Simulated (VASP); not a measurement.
Write the native input for VASP 6.6.1 that does the following.

| Property | Result |
| --- | --- |
| Task | relaxation of the atoms |
| Functional | PBE |
| Dispersion | D3(BJ) |
| Potentials or basis | VASP PAW PBE potentials, release 64 (Sn_d, Se) |
| Cutoff | 450 eV |
| k mesh | 4 × 4 × 4 |
| Occupations | methfessel-paxton, width 0.1 eV |
| Spin | no spin polarisation |
| Dipole correction | no |
| Further INCAR settings | ALGO = Normal; EDIFF = 1e-07; IBRION = 2; EDIFFG = -0.01; NSW = 80 |

The structure of Sn3Se lies in POSCAR:

```
Sn3Se
1.0
    4.7418790000      0.0000000000      0.0000000000
    0.0000000000      4.7418790000      0.0000000000
    0.0000000000      0.0000000000      4.7418790000
Sn Se
3 1
Direct
    0.0000000000      0.5000000000      0.5000000000
    0.5000000000      0.0000000000      0.5000000000
    0.5000000000      0.5000000000      0.0000000000
    0.0000000000      0.0000000000      0.0000000000
```

The input as run:

INCAR

```
SYSTEM = Sn3Se
PREC = Accurate
ENCUT = 450
EDIFF = 1E-7
ISMEAR = 1
SIGMA = 0.1
LREAL = .False.
LASPH = .True.
NELM = 120
ALGO = Normal
ISIF = 2
LWAVE = .False.
LCHARG = .False.
GGA = PE
IVDW = 12
IBRION = 2
NSW = 80
EDIFFG = -0.01
GGA_COMPAT = .False.
NELMIN = 4
```

KPOINTS

```
Automatic mesh
0
Gamma
  4 4 4
  0 0 0
```

Potentials or basis: VASP PAW PBE potentials, release 64 (Sn_d, Se).

Launch:

```sh
$ cat potpaw_PBE.64/Sn_d/POTCAR potpaw_PBE.64/Se/POTCAR > POTCAR
$ mpirun -np 1 vasp_std > vasp.out
```

Results of the run:

```
Pressure after relaxing    : -2.0 GPa
Band gap on the k mesh     : zero (bands 24 and 25 overlap by 2.41 eV)
Dispersion energy per atom : -0.377 eV
```

Caveat: the relaxation stopped at its first step, so nothing moved; spin-orbit coupling is left out, which moves the levels of the heavy elements.

Run time: 22 s on 1 thread of Intel(R) Xeon(R) Platinum 8488C (Sapphire Rapids), with other jobs on the host, peak memory 0.21 GiB.
